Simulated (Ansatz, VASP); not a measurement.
## ZnS: VASP beside Ansatz

Contents of INCAR:

```
SYSTEM = ZnS
ALGO     = Normal         ! electronic algorithm
EDIFF    = 1E-6           ! SCF threshold, eV
ENCUT    = 500            ! plane-wave cutoff, eV
GGA      = PS             ! functional
GGA_COMPAT= .False.      
ISIF     = 2              ! what is computed and relaxed
ISMEAR   = 1              ! smearing method
LASPH    = .True.         ! aspherical terms in the spheres
LCHARG   = .False.        ! write CHGCAR
LREAL    = .False.        ! projectors in reciprocal space
LWAVE    = .False.        ! write WAVECAR
NBANDS   = 16             ! bands
NELM     = 120            ! most SCF steps
PREC     = Accurate       ! precision mode
SIGMA    = 0.2            ! smearing width, eV
```

File KPOINTS:

```
k-points
0
Gamma
  6 6 6
  0 0 0
```

Contents of POSCAR:

```
ZnS
1.0
    0.0000000000      2.5310227333      2.5310227333
    2.5310227333      0.0000000000      2.5310227333
    2.5310227333      2.5310227333      0.0000000000
Zn S
1 1
Direct
    0.0000000000      0.0000000000      0.0000000000
    0.5000000000      0.5000000000      0.5000000000
```

Input for Ansatz:

```yaml
crystal:
  lattice:
    - [0.0, 2.5310227333, 2.5310227333]
    - [2.5310227333, 0.0, 2.5310227333]
    - [2.5310227333, 2.5310227333, 0.0]
  atoms:
    - { symbol: Zn, position: [0.0, 0.0, 0.0] }
    - { symbol: S, position: [0.5, 0.5, 0.5] }
kpoints:
  mp_grid: { grid: [6, 6, 6] }
hamiltonian:
  xc: pbesol
scf:
  occupations: { method: cold, width: 0.2 }
  n_extra_bands: 4
output:
  forces: true
  stress: true
  eigenvalues: true
```

Alike in both runs: task single point; functional PBEsol; k mesh 6 × 6 × 6; no spin polarisation.

```csv
,VASP,Ansatz
version,VASP 6.6.1,Ansatz 0.2.0
potentials or method,"VASP PAW PBE potentials, release 64 (Zn, S)",plane waves
plane-wave cutoff (eV),500,420
occupations,"methfessel-paxton of order 1, width 0.2 eV","cold, width 0.2 eV"
valence electrons in the cell,18,18
```

|  | VASP | Ansatz | Ansatz less VASP |
| --- | --- | --- | --- |
| pressure (GPa) | -2.1 | -2.4 | -0.27 |

VASP's potentials were made for PBE, not for PBEsol.
